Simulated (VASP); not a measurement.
Write the native input for VASP 6.6.1 that does the following.

| Property | Result |
| --- | --- |
| Task | single point |
| Functional | PBE |
| Potentials or basis | VASP PAW PBE potentials, release 64 (Mg, O) |
| Cutoff | 600 eV |
| k mesh | 10 × 10 × 10 |
| Occupations | gaussian, width 0.01 eV |
| Spin | no spin polarisation |
| Dipole correction | no |
| Further INCAR settings | ALGO = Normal; EDIFF = 1e-06; NBANDS = 11 |

The structure of MgO (rock salt) lies in POSCAR:

```
MgO
1.0
    0.0000000000      2.1258429397      2.1258429397
    2.1258429397      0.0000000000      2.1258429397
    2.1258429397      2.1258429397      0.0000000000
Mg O
1 1
Direct
    0.0000000000      0.0000000000      0.0000000000
    0.5000000000      0.5000000000      0.5000000000
```

This cell differs from its parent crystal: volume scaled by 1.03.

One way to write it, as run:

INCAR

```
ALGO = Normal
EDIFF = 1E-6
ENCUT = 600
GGA = PE
GGA_COMPAT = False
ISIF = 2
ISMEAR = 0
LASPH = True
LCHARG = True
LELF = True
LREAL = False
LVHAR = True
LWAVE = False
NBANDS = 11
NELM = 120
PREC = Accurate
SIGMA = 0.01
```

KPOINTS

```
k-points
0
Gamma
  10 10 10
```

Potentials or basis: VASP PAW PBE potentials, release 64 (Mg, O).

Command:

```console
$ cat potpaw_PBE.64/Mg/POTCAR potpaw_PBE.64/O/POTCAR > POTCAR
$ mpirun -np 1 vasp_std > vasp.out
```

Results of the run:

| Property | Result |
| --- | --- |
| Pressure | -0.8 GPa |
| Band gap on the k mesh | 4.46 eV, direct |

It took 6.1 s on 1 thread of Intel(R) Xeon(R) 6975P-C (Granite Rapids), with other jobs on the host, peak memory 0.14 GiB.
